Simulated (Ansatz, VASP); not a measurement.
## One calculation of B2AsN, two programs

```xyz
4
Lattice="3.0182 0.0000 0.0000 0.0000 3.0182 0.0000 0.0000 0.0000 4.3168" Properties=species:S:1:pos:R:3 pbc="T T T"
N     0.0000    0.0000    0.0000
B     0.0000    1.5091    3.4593
B     1.5091    0.0000    0.8575
As    1.5091    1.5091    2.1584
```

Alike in both runs: task single point; functional r2SCAN; k mesh 8 × 8 × 6; occupations fermi-dirac, width 0.02 eV; no spin polarisation.

|  | VASP | Ansatz |
| --- | --- | --- |
| version | VASP 6.6.1 | Ansatz 0.2.0 |
| potentials or method | VASP PAW PBE potentials, release 64 (N, B, As_d) | plane waves, PAW |
| plane-wave cutoff (eV) | 770 | 500 |
| valence electrons in the cell | 26 | 26 |

```csv
,VASP,Ansatz,Ansatz less VASP
pressure (GPa),-5.8,-6.0,-0.21
rms of the force components (eV/Å),0.055,0.064,+0.0094
```

VASP's potentials were made for PBE, not for r2SCAN. With one functional, cell and mesh, what is left measures potentials, basis and numerics.
